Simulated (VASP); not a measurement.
NaF:

```xyz
2
Lattice="0.0432 2.5745 2.5745 2.5745 0.0432 2.5745 2.5745 2.5745 0.0432" Properties=species:S:1:pos:R:3 pbc="T T T"
Na    0.0097    0.0097    0.0097
F     1.2884    1.2884    1.2884
```

This cell differs from its parent crystal: strain along [111] +2.6%.

Base run:

```yaml
Program: VASP 6.6.1
Functional: PBE
Potentials_or_basis: VASP PAW PBE potentials, release 64 (Na_pv, F)
Cutoff: 520 eV
k_mesh: 8 × 8 × 8
Occupations: fermi-dirac, width 0.02 eV
Spin: no spin polarisation
```

Its results: band gap on the k mesh 5.51 eV, direct; pressure 0.9 GPa.

Task: The run is repeated on the same cell with these changes: functional from PBE to r2SCAN; occupations from fermi-dirac, width 0.02 eV to gaussian, width 0.01 eV. What comes out?

Result: Band gap on the k mesh 6.17 eV, direct; pressure -1.3 GPa.

Caveats: the PAW data sets were made with another functional, which shifts forces and pressure a little (some runs).

A k mesh can miss the band edges.
